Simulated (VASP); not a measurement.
# BaMg2N2 (I4/mcm) in VASP: relaxation of cell and atoms with PBEsol

Aim: the relaxation of cell and atoms of BaMg2N2 with PBEsol.

Program: VASP 6.6.1. These are calculated values, not measurements. Logs are shortened: lines on timing, memory, paths and dates and some standing lists are left out, and cuts for length are marked.

**1. The cell of the first run**

Symmetry: I4/mcm, No. 140, tetragonal system. The conventional cell has a = 6.890 Å, b = 6.890 Å, c = 7.951 Å, α = 90.00°, β = 90.00°, γ = 90.00°. Ba (site symmetry 422) has 8 N at 3.25 Å and 8 Mg at 3.36 Å and 2 Ba at 3.98 Å within 4.3 Å. Mg (site symmetry m2m) has 3 N at 1.98 to 2.06 Å and 1 Mg at 2.52 Å within 2.6 Å. Within 2.6 Å of N (site symmetry m2m) lie 3 Mg at 1.98 to 2.06 Å.

**2. Relaxation of cell and atoms, PBEsol**

The input, INCAR:

```
SYSTEM = BaMg2N2
PREC = Accurate
ENCUT = 600
EDIFF = 1E-6
ISMEAR = 0
SIGMA = 0.02
LREAL = .FALSE.
LASPH = .TRUE.
NELM = 80
ALGO = Normal
ISIF = 3
LWAVE = .FALSE.
LCHARG = .FALSE.
GGA = PS
IBRION = 2
NSW = 100
EDIFFG = -0.005
```

The input, KPOINTS:

```
Automatic mesh
0
G
  6 6 6
  0 0 0
```

The input, POSCAR:

```
BaMg2N2
1.0
   -3.4449332854      3.4449332854      3.9753139902
    3.4449332854     -3.4449332854      3.9753139902
    3.4449332854      3.4449332854     -3.9753139902
Ba Mg N
2 4 4
Direct
    0.2500000000      0.2500000000      0.0000000000
    0.7500000000      0.7500000000      0.0000000000
    0.8708710000      0.3708710000      0.2417420000
    0.1291290000      0.6291290000      0.7582580000
    0.3708710000      0.1291290000      0.5000000000
    0.6291290000      0.8708710000      0.5000000000
    0.3327935000      0.8327935000      0.1655870000
    0.6672065000      0.1672065000      0.8344130000
    0.8327935000      0.6672065000      0.5000000000
    0.1672065000      0.3327935000      0.5000000000
```

Potentials or basis: VASP PAW PBE potentials, release 64 (Ba_sv, Mg, N).

On the command line:

```console
cat potpaw_PBE.64/Ba_sv/POTCAR potpaw_PBE.64/Mg/POTCAR potpaw_PBE.64/N/POTCAR > POTCAR
mpirun -np 1 vasp_std > vasp.out
```

OUTCAR:

```text
SYSTEM = BaMg2N2
   PREC = Accurate
   ENCUT = 600
   EDIFF = 1E-6
   ISMEAR = 0
   LREAL = .FALSE.
   LASPH = .TRUE.
   NELM = 80
   ISIF = 3
   GGA = PS
   IBRION = 2
   NSW = 100
   EDIFFG = -0.005

 ion  position               nearest neighbor table
   1  0.250  0.250  0.000-   9 3.25   7 3.25   7 3.25   8 3.25  10 3.25  10 3.25   9 3.25   8 3.25
                             4 3.36   5 3.36   5 3.36   6 3.36   3 3.36   6 3.36   4 3.36   3 3.36
   2  0.750  0.750  0.000-   7 3.25  10 3.25   7 3.25   8 3.25   9 3.25   9 3.25   8 3.25  10 3.25
                             4 3.36   6 3.36   6 3.36   5 3.36   5 3.36   3 3.36   4 3.36   3 3.36
   3  0.871  0.371  0.242-   8 1.98   9 2.06  10 2.06   4 2.52   2 3.36   1 3.36   2 3.36   1 3.36

   4  0.129  0.629  0.758-   7 1.98   9 2.06  10 2.06   3 2.52   1 3.36   2 3.36   2 3.36   1 3.36

   5  0.371  0.129  0.500-  10 1.98   8 2.06   7 2.06   6 2.52   2 3.36   1 3.36   1 3.36   2 3.36

   6  0.629  0.871  0.500-   9 1.98   8 2.06   7 2.06   5 2.52   1 3.36   2 3.36   2 3.36   1 3.36

   7  0.333  0.833  0.166-   4 1.98   5 2.06   6 2.06   2 3.25   1 3.25   1 3.25   2 3.25
   8  0.667  0.167  0.834-   3 1.98   5 2.06   6 2.06   2 3.25   1 3.25   2 3.25   1 3.25
   9  0.833  0.667  0.500-   6 1.98   4 2.06   3 2.06   2 3.25   1 3.25   2 3.25   1 3.25
  10  0.167  0.333  0.500-   5 1.98   4 2.06   3 2.06   1 3.25   2 3.25   1 3.25   2 3.25

  LATTYP: Found a body centered tetragonal cell.
 ALAT       =     6.8898665708
 C/A-ratio  =     1.1539596447

  Lattice vectors:

 A1 = (  -3.4449332854,   3.4449332854,   3.9753139902)
 A2 = (   3.4449332854,  -3.4449332854,   3.9753139902)
 A3 = (   3.4449332854,   3.4449332854,  -3.9753139902)

Analysis of symmetry for initial positions (statically):
=====================================================================
 Subroutine PRICEL returns:
 Original cell was already a primitive cell.

 Routine SETGRP: Setting up the symmetry group for a
 body centered tetragonal supercell.

 Subroutine GETGRP returns: Found 16 space group operations
 (whereof  8 operations were pure point group operations)
 out of a pool of 16 trial point group operations.

The static configuration has the point symmetry C_4h.
 The point group associated with its full space group is D_4h.

Analysis of symmetry for dynamics (positions and initial velocities):
=====================================================================
 Subroutine PRICEL returns:
 Original cell was already a primitive cell.

 Routine SETGRP: Setting up the symmetry group for a
 body centered tetragonal supercell.

 Subroutine GETGRP returns: Found 16 space group operations
 (whereof  8 operations were pure point group operations)
 out of a pool of 16 trial point group operations.

The dynamic configuration has the point symmetry C_4h.
 The point group associated with its full space group is D_4h.

 Subroutine INISYM returns: Found 16 space group operations
 (whereof  8 operations are pure point group operations),
[... 102 lines left out ...]
 SYSTEM =  BaMg2N2
   PREC   = accura    normal or accurate (medium, high low for compatibility)
   ISTART =      0    job   : 0-new  1-cont  2-samecut
   ICHARG =      2    charge: 1-file 2-atom 10-const
   ISPIN  =      1    spin polarized calculation?
   LNONCOLLINEAR =      F non collinear calculations
   LSORBIT =      F    spin-orbit coupling
   LASPH  =      T    aspherical Exc in radial PAW
   ENCUT  =  600.0 eV  44.10 Ry    6.64 a.u.  12.56 12.56 12.56*2*pi/ulx,y,z
   NELM   =     80;   NELMIN=  2; NELMDL= -5     # of ELM steps
   EDIFF  = 0.1E-05   stopping-criterion for ELM
   LREAL  =      F    real-space projection
   EDIFFG = -.5E-02   stopping-criterion for IOM
   NSW    =    100    number of steps for IOM
   IBRION =      2    ionic relax: 0-MD 1-quasi-New 2-CG
   NFREE  =      1    steps in history (QN), initial steepest desc. (CG)
   ISIF   =      3    stress and relaxation
   ISYM   =      2    0-nonsym 1-usesym 2-fastsym
   POTIM  = 0.5000    time-step for ionic-motion
   TEBEG  =    0.0;   TEEND  =   0.0 temperature during run
   PSTRESS=    0.0 pullay stress
   NELECT =      48.0000    total number of electrons
   NUPDOWN=      -1.0000    fix difference up-down
   EMIN   =  10.00;   EMAX   =-10.00  energy-range for DOS
   EFERMI =   0.00;   METHOD = LEGACY
   ISMEAR =     0;   SIGMA  =   0.02  broadening in eV -4-tet -1-fermi 0-gaus
   EFERMI_NEDOS =   21; number of points for ismear=-14 and -15
   IALGO  =     38    algorithm
   IMIX   =      4    mixing-type and parameters
     AMIX     =   0.40;   BMIX     =  1.00
     AMIX_MAG =   1.60;   BMIX_MAG =  1.00
  volume/ion in A,a.u.               =      18.87       127.35
  Fermi-wavevector in a.u.,A,eV,Ry     =   1.037268  1.960152 14.638841  1.075924
  Thomas-Fermi vector in A             =   2.171698
   LORBIT       =      0    0 simple, 1 ext, 2 COOP (PROOUT), +10 PAW based schemes
   GGA     = PS    functional components
   LHFCALC =     F    Hartree Fock is set to
   AEXX    =    0.0000 exact exchange contribution
   IVDW    =     0    specifies the selected vdW correction
   LEPSILON=     F    determine dielectric tensor
   LRPA    =     F    only Hartree local field effects (RPA)
 conjugate gradient relaxation of ions
 non-spin polarized calculation
 Gauss-broadening in eV      SIGMA  =   0.02
  energy-cutoff  :      600.00
  volume of cell :      188.71
 maximum number of plane-waves:      6344
   NGX = 25   NGY = 25   NGZ = 25

--------------------------------------- Ionic step        1  -------------------------------------------

 number of electron      47.9999999 magnetization

 Free energy of the ion-electron system (eV)
  ---------------------------------------------------
  ext. energy  EPLUGINS =         0.00000000
  ---------------------------------------------------
  free energy    TOTEN  =       -50.52904488 eV

  energy without entropy =      -50.52904488  energy(sigma->0) =      -50.52904488

 E-fermi :   1.9434     XC(G=0):  -9.3184

 val. band max:        1.7707380131   @ k =   0.5000   0.5000   0.0000
 cond. band min:       2.7956797484   @ k =   0.0000   0.0000   0.0000
 fundamental gap:      1.0249417353
 Fermi energy:         1.9434398339

 k-point     1 :       0.0000    0.0000    0.0000
  band No.  band energies     occupation
      1     -25.2213      2.00000
      2     -25.1497      2.00000
      3     -10.8710      2.00000
      4     -10.4995      2.00000
      5     -10.4995      2.00000
      6     -10.4530      2.00000
[... 1134 lines left out ...]
--------------------------------------- Ionic step        9  -------------------------------------------

 number of electron      48.0000000 magnetization

 Free energy of the ion-electron system (eV)
  ---------------------------------------------------
  ext. energy  EPLUGINS =         0.00000000
  ---------------------------------------------------
  free energy    TOTEN  =       -50.60804684 eV

  energy without entropy =      -50.60804684  energy(sigma->0) =      -50.60804684

 E-fermi :   2.2020     XC(G=0):  -9.5915

 val. band max:        2.0833657113   @ k =   0.5000   0.5000   0.0000
 cond. band min:       3.2894457560   @ k =   0.0000   0.0000   0.0000
 fundamental gap:      1.2060800447
 Fermi energy:         2.2019677943

 k-point     1 :       0.0000    0.0000    0.0000
  band No.  band energies     occupation
      1     -24.7754      2.00000
      2     -24.6574      2.00000
      3     -10.6582      2.00000
      4     -10.1215      2.00000
      5     -10.1215      2.00000
      6      -9.9930      2.00000
[... 820 lines left out ...]
  FREE ENERGIE OF THE ION-ELECTRON SYSTEM (eV)
  ---------------------------------------------------
  free  energy   TOTEN  =       -50.6080468375 eV

  energy  without entropy=      -50.6080468375  energy(sigma->0) =      -50.60804684

 reached required accuracy - stopping structural energy minimisation
```

CONTCAR:

```text
BaMg2N2
   1.00000000000000
    -3.4234423756216166    3.4234423756216166    3.7865149115024614
     3.4234423756216166   -3.4234423756216166    3.7865149115024614
     3.4234423756216166    3.4234423756216166   -3.7865149115024614
  Ba              Mg              N
     2     4     4
Direct
     0.2500000000000000    0.2500000000000000    0.0000000000000000
     0.7500000000000000    0.7500000000000000    0.0000000000000000
     0.8714636284292737    0.3714636284292737    0.2429272568585473
     0.1285363715707264    0.6285363715707263    0.7570727431414527
     0.3714636284292737    0.1285363715707264    0.5000000000000000
     0.6285363715707263    0.8714636284292737    0.5000000000000000
     0.3324236858260683    0.8324236858260681    0.1648473716521364
     0.6675763141739319    0.1675763141739318    0.8351526283478634
     0.8324236858260681    0.6675763141739319    0.5000000000000000
     0.1675763141739318    0.3324236858260683    0.5000000000000000

  0.00000000E+00  0.00000000E+00  0.00000000E+00
  0.00000000E+00  0.00000000E+00  0.00000000E+00
  0.00000000E+00  0.00000000E+00  0.00000000E+00
  0.00000000E+00  0.00000000E+00  0.00000000E+00
  0.00000000E+00  0.00000000E+00  0.00000000E+00
  0.00000000E+00  0.00000000E+00  0.00000000E+00
  0.00000000E+00  0.00000000E+00  0.00000000E+00
  0.00000000E+00  0.00000000E+00  0.00000000E+00
  0.00000000E+00  0.00000000E+00  0.00000000E+00
  0.00000000E+00  0.00000000E+00  0.00000000E+00
```

It took 45 min on 1 thread of AMD EPYC 7R13, shared host; peak memory 0.47 GiB.

Results:

| Property | Result |
| --- | --- |
| Free energy | -50.6080 eV |
| Relaxed volume | 17.75 Å³/atom |
| Relaxed cell | a = 6.146 Å, b = 6.146 Å, c = 6.146 Å, α = 112.30°, β = 112.30°, γ = 103.94° |
| Space group after relaxing (to 0.1 Å) | I4/mcm (No. 140) |
| Energy gained by relaxing | 7.9 meV/atom |
| Ionic steps | 9 |
| Pressure after relaxing | 0.0 GPa |
| Band gap on the k mesh | 1.21 eV (least direct gap 1.25 eV) |

The path:
```csv
step,energy change (eV),largest force (eV/Å),pressure (GPa),volume (Å³)
1,0.0000,0.0088,-2.39,188.71
2,-0.0401,0.0360,0.72,181.13
3,-0.0447,0.0250,-0.09,182.93
4,-0.0582,0.0442,-0.07,181.67
5,-0.0755,0.1968,0.06,177.95
6,-0.0731,0.2207,-0.06,177.05
7,-0.0788,0.0330,0.00,177.57
8,-0.0790,0.0088,-0.01,177.53
9,-0.0790,0.0005,-0.02,177.51
```

Final structure:
```cif
data_structure
_symmetry_space_group_name_H-M 'P 1'
_symmetry_Int_Tables_number 1
_cell_length_a 6.1463
_cell_length_b 6.1463
_cell_length_c 6.1463
_cell_angle_alpha 112.305
_cell_angle_beta 112.305
_cell_angle_gamma 103.942
_cell_volume 177.51
loop_
_atom_site_label
_atom_site_type_symbol
_atom_site_fract_x
_atom_site_fract_y
_atom_site_fract_z
_atom_site_occupancy
Ba1 Ba 0.25000 0.25000 0.00000 1
Ba2 Ba 0.75000 0.75000 0.00000 1
Mg1 Mg 0.87146 0.37146 0.24293 1
Mg2 Mg 0.12854 0.62854 0.75707 1
Mg3 Mg 0.37146 0.12854 0.50000 1
Mg4 Mg 0.62854 0.87146 0.50000 1
N1 N 0.33242 0.83242 0.16485 1
N2 N 0.66758 0.16758 0.83515 1
N3 N 0.83242 0.66758 0.50000 1
N4 N 0.16758 0.33242 0.50000 1
```

Caveat: the PAW data sets were made with another functional, which shifts forces and pressure a little; spin-orbit coupling is left out, which moves the levels of the heavy elements. A k mesh can miss the band edges.
